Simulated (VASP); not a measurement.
# In3CoTe4 (a cell with a defect) in VASP: single point with PBE+U

Aim: the single point of In3CoTe4 (a cell with a defect) with PBE+U.

All numbers are computed with VASP 6.6.1; they aren't measurements. Logs are shortened: lines on timing, memory, paths and dates and some standing lists are left out, and cuts for length are marked.

## Step 1: The cell of the first run

The cell holds a defect, 8 atoms: a = 6.160 Å, b = 6.160 Å, c = 6.160 Å, α = 90.00°, β = 90.00°, γ = 90.00°.

## Step 2: Single point, PBE+U

INCAR reads:

```
PREC = Accurate
ENCUT = 520
EDIFF = 1E-6
ISMEAR = -1
SIGMA = 0.02
LREAL = F
LASPH = T
NELM = 150
ALGO = Normal
ISIF = 2
LWAVE = F
LCHARG = F
LMAXMIX = 4
LDAU = T
LDAUTYPE = 2
LDAUL = -1 -1 2
LDAUU = 0 0 3.6
LDAUJ = 0 0 0
LDAUPRINT = 1
GGA = PE
NBANDS = 46
```

KPOINTS reads:

```
Automatic mesh
0
Gamma
  3 3 3
```

POSCAR reads:

```
In3CoTe4
1.0
    6.1600000000      0.0000000000      0.0000000000
    0.0000000000      6.1600000000      0.0000000000
    0.0000000000      0.0000000000      6.1600000000
In Te Co
3 4 1
Direct
    0.0000000000      0.0000000000      0.0000000000
    0.5000000000      0.0000000000      0.5000000000
    0.5000000000      0.5000000000      0.0000000000
    0.5000000000      0.0000000000      0.0000000000
    0.5000000000      0.5000000000      0.5000000000
    0.0000000000      0.0000000000      0.5000000000
    0.0000000000      0.5000000000      0.0000000000
    0.0000000000      0.5000000000      0.5000000000
```

Potentials or basis: VASP PAW PBE potentials, release 64 (In_d, Te, Co).

On the command line:

```
> cat potpaw_PBE.64/In_d/POTCAR potpaw_PBE.64/Te/POTCAR potpaw_PBE.64/Co/POTCAR > POTCAR
> mpirun -np 1 vasp_std > vasp.out
```

OUTCAR:

```text
PREC = Accurate
   ENCUT = 520
   EDIFF = 1E-6
   ISMEAR = -1
   LREAL = F
   LASPH = T
   NELM = 150
   ISIF = 2
   GGA = PE

 ion  position               nearest neighbor table
   1  0.000  0.000  0.000-   4 3.08   6 3.08   7 3.08   6 3.08   7 3.08   4 3.08
   2  0.500  0.000  0.500-   4 3.08   5 3.08   6 3.08   4 3.08   5 3.08   6 3.08
   3  0.500  0.500  0.000-   4 3.08   5 3.08   7 3.08   5 3.08   4 3.08   7 3.08
   4  0.500  0.000  0.000-   1 3.08   2 3.08   3 3.08   2 3.08   3 3.08   1 3.08
   5  0.500  0.500  0.500-   2 3.08   3 3.08   8 3.08   3 3.08   2 3.08   8 3.08
   6  0.000  0.000  0.500-   1 3.08   2 3.08   8 3.08   1 3.08   8 3.08   2 3.08
   7  0.000  0.500  0.000-   1 3.08   3 3.08   8 3.08   8 3.08   1 3.08   3 3.08
   8  0.000  0.500  0.500-   5 3.08   6 3.08   7 3.08   7 3.08   6 3.08   5 3.08

  LATTYP: Found a simple cubic cell.
 ALAT       =     6.1600000000

  Lattice vectors:

 A1 = (   6.1600000000,   0.0000000000,   0.0000000000)
 A2 = (   0.0000000000,   6.1600000000,   0.0000000000)
 A3 = (   0.0000000000,   0.0000000000,   6.1600000000)

Analysis of symmetry for initial positions (statically):
=====================================================================
 Subroutine PRICEL returns:
 Original cell was already a primitive cell.

 Routine SETGRP: Setting up the symmetry group for a
 simple cubic supercell.

 Subroutine GETGRP returns: Found 48 space group operations
 (whereof 16 operations were pure point group operations)
 out of a pool of 48 trial point group operations.

The static configuration has the point symmetry D_4h.
 The point group associated with its full space group is O_h .

Analysis of symmetry for dynamics (positions and initial velocities):
=====================================================================
 Subroutine PRICEL returns:
 Original cell was already a primitive cell.

 Routine SETGRP: Setting up the symmetry group for a
 simple cubic supercell.

 Subroutine GETGRP returns: Found 48 space group operations
 (whereof 16 operations were pure point group operations)
 out of a pool of 48 trial point group operations.

The dynamic configuration has the point symmetry D_4h.
 The point group associated with its full space group is O_h .

 Subroutine INISYM returns: Found 48 space group operations
 (whereof 16 operations are pure point group operations),
 and found     1 'primitive' translations

----------------------------------------------------------------------------------------

                                     Primitive cell

  volume of cell :     233.7449

  direct lattice vectors                    reciprocal lattice vectors
     6.160000000  0.000000000  0.000000000     0.162337662  0.000000000  0.000000000
     0.000000000  6.160000000  0.000000000     0.000000000  0.162337662  0.000000000
     0.000000000  0.000000000  6.160000000     0.000000000  0.000000000  0.162337662

  length of vectors
     6.160000000  6.160000000  6.160000000     0.162337662  0.162337662  0.162337662

  position of ions in fractional coordinates (direct lattice)
     0.000000000  0.000000000  0.000000000
     0.500000000  0.000000000  0.500000000
     0.500000000  0.500000000  0.000000000
     0.500000000  0.000000000  0.000000000
     0.500000000  0.500000000  0.500000000
     0.000000000  0.000000000  0.500000000
     0.000000000  0.500000000  0.000000000
     0.000000000  0.500000000  0.500000000

  ion indices of the primitive-cell ions
   primitive index   ion index
                 1           1
                 2           2
                 3           3
                 4           4
                 5           5
                 6           6
                 7           7
                 8           8

[... 45 lines left out ...]
   LNONCOLLINEAR =      F non collinear calculations
   LSORBIT =      F    spin-orbit coupling
   LASPH  =      T    aspherical Exc in radial PAW
   ENCUT  =  520.0 eV  38.22 Ry    6.18 a.u.  11.45 11.45 11.45*2*pi/ulx,y,z
   NELM   =    150;   NELMIN=  2; NELMDL= -5     # of ELM steps
   EDIFF  = 0.1E-05   stopping-criterion for ELM
   LREAL  =      F    real-space projection
   EDIFFG = 0.1E-04   stopping-criterion for IOM
   NSW    =      0    number of steps for IOM
   IBRION =     -1    ionic relax: 0-MD 1-quasi-New 2-CG
   NFREE  =      0    steps in history (QN), initial steepest desc. (CG)
   ISIF   =      2    stress and relaxation
   ISYM   =      2    0-nonsym 1-usesym 2-fastsym
   POTIM  = 0.5000    time-step for ionic-motion
   TEBEG  =    0.0;   TEEND  =   0.0 temperature during run
   PSTRESS=    0.0 pullay stress
   NELECT =      72.0000    total number of electrons
   NUPDOWN=      -1.0000    fix difference up-down
   EMIN   =  10.00;   EMAX   =-10.00  energy-range for DOS
   EFERMI =   0.00;   METHOD = LEGACY
   ISMEAR =    -1;   SIGMA  =   0.02  broadening in eV -4-tet -1-fermi 0-gaus
   EFERMI_NEDOS =   21; number of points for ismear=-14 and -15
   IALGO  =     38    algorithm
   IMIX   =      4    mixing-type and parameters
     AMIX     =   0.40;   BMIX     =  1.00
     AMIX_MAG =   1.60;   BMIX_MAG =  1.00
  volume/ion in A,a.u.               =      29.22       197.17
  Fermi-wavevector in a.u.,A,eV,Ry     =   1.105618  2.089314 16.631630  1.222390
  Thomas-Fermi vector in A             =   2.242107
   LORBIT       =      0    0 simple, 1 ext, 2 COOP (PROOUT), +10 PAW based schemes
 LDA+U is selected, type is set to LDAUTYPE =  2
   angular momentum for each species LDAUL =    -1   -1    2
   U (eV)           for each species LDAUU =   0.0  0.0  3.6
   J (eV)           for each species LDAUJ =   0.0  0.0  0.0
   GGA     = PE    functional components
   LHFCALC =     F    Hartree Fock is set to
   AEXX    =    0.0000 exact exchange contribution
   IVDW    =     0    specifies the selected vdW correction
   LEPSILON=     F    determine dielectric tensor
   LRPA    =     F    only Hartree local field effects (RPA)
 non-spin polarized calculation
  energy-cutoff  :      520.00
  volume of cell :      233.74
 maximum number of plane-waves:      6355
 NGX is ok and might be reduce to    48
   NGX = 23   NGY = 23   NGZ = 23

atom =   8  type =  3  l = 2

 onsite density matrix

spin component  1

  0.9237  0.0000  0.0000 -0.0000 -0.0000
  0.0000  0.9237  0.0000 -0.0000 -0.0000
  0.0000  0.0000  0.4717 -0.0000 -0.0000
 -0.0000 -0.0000 -0.0000  0.9237 -0.0000
 -0.0000 -0.0000 -0.0000 -0.0000  0.4717

spin component  2

  0.9237  0.0000  0.0000 -0.0000 -0.0000
  0.0000  0.9237  0.0000 -0.0000 -0.0000
  0.0000  0.0000  0.4717 -0.0000 -0.0000
 -0.0000 -0.0000 -0.0000  0.9237 -0.0000
 -0.0000 -0.0000 -0.0000 -0.0000  0.4717

 occupancies and eigenvectors

  o =  0.4717  v =  0.0000  0.0000  1.0000  0.0000 -0.0005  0.0000  0.0000  0.0000  0.0000  0.0000      0.0000  0.0000  0.0000  0.0000  0.0000  0.0000  0.0000  0.0000  0.0000  0.0000
  o =  0.4717  v =  0.0000  0.0000  0.0000  0.0000  0.0000  0.0000  0.0000  1.0000  0.0000 -0.0005      0.0000  0.0000  0.0000  0.0000  0.0000  0.0000  0.0000  0.0000  0.0000  0.0000
  o =  0.4717  v =  0.0000 -0.0000 -0.0005 -0.0000 -1.0000  0.0000  0.0000  0.0000  0.0000  0.0000      0.0000  0.0000  0.0000  0.0000  0.0000  0.0000  0.0000  0.0000  0.0000  0.0000
  o =  0.4717  v =  0.0000  0.0000  0.0000  0.0000  0.0000  0.0000 -0.0000 -0.0005 -0.0000 -1.0000      0.0000  0.0000  0.0000  0.0000  0.0000  0.0000  0.0000  0.0000  0.0000  0.0000
  o =  0.9237  v =  0.0000  0.0000  0.0000  0.0000  0.0000  0.0000  0.8782 -0.0000 -0.4782 -0.0000      0.0000  0.0000  0.0000  0.0000  0.0000  0.0000  0.0000  0.0000  0.0000  0.0000
  o =  0.9237  v =  0.0000  0.8782 -0.0000 -0.4782 -0.0000  0.0000  0.0000  0.0000  0.0000  0.0000      0.0000  0.0000  0.0000  0.0000  0.0000  0.0000  0.0000  0.0000  0.0000  0.0000
  o =  0.9237  v =  1.0000  0.0000  0.0000  0.0000  0.0000  0.0000  0.0000  0.0000  0.0000  0.0000      0.0000  0.0000  0.0000  0.0000  0.0000  0.0000  0.0000  0.0000  0.0000  0.0000
  o =  0.9237  v =  0.0000  0.0000  0.0000  0.0000  0.0000  1.0000  0.0000  0.0000  0.0000  0.0000      0.0000  0.0000  0.0000  0.0000  0.0000  0.0000  0.0000  0.0000  0.0000  0.0000
  o =  0.9237  v =  0.0000  0.0000  0.0000  0.0000  0.0000  0.0000  0.4782 -0.0000  0.8782 -0.0000      0.0000  0.0000  0.0000  0.0000  0.0000  0.0000  0.0000  0.0000  0.0000  0.0000
  o =  0.9237  v =  0.0000  0.4782 -0.0000  0.8782 -0.0000  0.0000  0.0000  0.0000  0.0000  0.0000      0.0000  0.0000  0.0000  0.0000  0.0000  0.0000  0.0000  0.0000  0.0000  0.0000

 number of electron      71.9999960 magnetization

 Free energy of the ion-electron system (eV)
  ---------------------------------------------------
  ext. energy  EPLUGINS =         0.00000000
  ---------------------------------------------------
  free energy    TOTEN  =       -24.20391005 eV

  energy without entropy =      -24.18226901  energy(sigma->0) =      -24.19308953

 E-fermi :   6.0741     XC(G=0):  -9.5294

 val. band max:        6.0712529919   @ k =   0.3333   0.3333   0.0000
 cond. band min:       6.0993486363   @ k =   0.3333   0.0000   0.0000
 fundamental gap:      0.0280956444
 Fermi energy:         6.0740827526

 k-point     1 :       0.0000    0.0000    0.0000
  band No.  band energies     occupation
      1      -8.5666      2.00000
      2      -8.4752      2.00000
      3      -8.4752      2.00000
      4      -8.3720      2.00000
      5      -8.3720      2.00000
      6      -8.3637      2.00000
[... 185 lines left out ...]
     45       9.4122      0.00000
     46       9.6813      0.00000

------------------------ aborting loop because EDIFF is reached ----------------------------------------

  FORCE on cell =-STRESS in cart. coord.  units (eV):
  Direction    XX          YY          ZZ          XY          YZ          ZX
  --------------------------------------------------------------------------------------
  -------------------------------------------------------------------------------------
  Total       -2.8638226     -2.8638226     -2.8638226      0.0000000     -0.0000000      0.0000000
  in kB      -19.6297408    -19.6297408    -19.6297408      0.0000000     -0.0000000      0.0000000
  external PRESSURE =     -19.6297408 kB  Pullay stress =       0.0000000 kB

 VOLUME and BASIS-vectors are now :
 -----------------------------------------------------------------------------
  energy-cutoff  :      520.00
  volume of cell :      233.74
      direct lattice vectors                 reciprocal lattice vectors
     6.160000000  0.000000000  0.000000000     0.162337662  0.000000000  0.000000000
     0.000000000  6.160000000  0.000000000     0.000000000  0.162337662  0.000000000
     0.000000000  0.000000000  6.160000000     0.000000000  0.000000000  0.162337662

 POSITION                                       TOTAL-FORCE (eV/Angst)
 -----------------------------------------------------------------------------------
      0.00000      0.00000      0.00000         0.000000      0.000000      0.000000
      3.08000      0.00000      3.08000         0.000000      0.000000      0.000000
      3.08000      3.08000      0.00000         0.000000      0.000000      0.000000
      3.08000      0.00000      0.00000         0.000000      0.000000      0.000000
      3.08000      3.08000      3.08000         0.000000      0.000000      0.000000
      0.00000      0.00000      3.08000         0.000000      0.000000      0.000000
      0.00000      3.08000      0.00000         0.000000      0.000000      0.000000
      0.00000      3.08000      3.08000         0.000000      0.000000      0.000000
 -----------------------------------------------------------------------------------
    total drift:                                0.000000      0.000000     -0.000000

  FREE ENERGIE OF THE ION-ELECTRON SYSTEM (eV)
  ---------------------------------------------------
  free  energy   TOTEN  =       -24.2039100492 eV

  energy  without entropy=      -24.1822690112  energy(sigma->0) =      -24.19308953
```

Wall time 53 s (1 thread of Intel Xeon 6975P-C (Granite Rapids), shared host); peak memory 0.32 GiB.

What came out:

```
Free energy            : -24.2039 eV
Pressure               : -2.0 GPa
Band gap on the k mesh : zero (band 36 reaches 6.35 eV, above the bottom of band 37 at 5.13 eV)
```

Eigenvalues of the final occupation matrices:
| site | spin | trace | eigenvalues |
| --- | --- | --- | --- |
| site 8 d | 1 | 3.71 | 0.47 0.47 0.92 0.92 0.92 |
| site 8 d | 2 | 3.71 | 0.47 0.47 0.92 0.92 0.92 |

Caveat: spin-orbit coupling is left out, which moves the levels of the heavy elements; U without spin polarisation on a metal has little footing; the U is typed as a test and isn't derived for this compound.
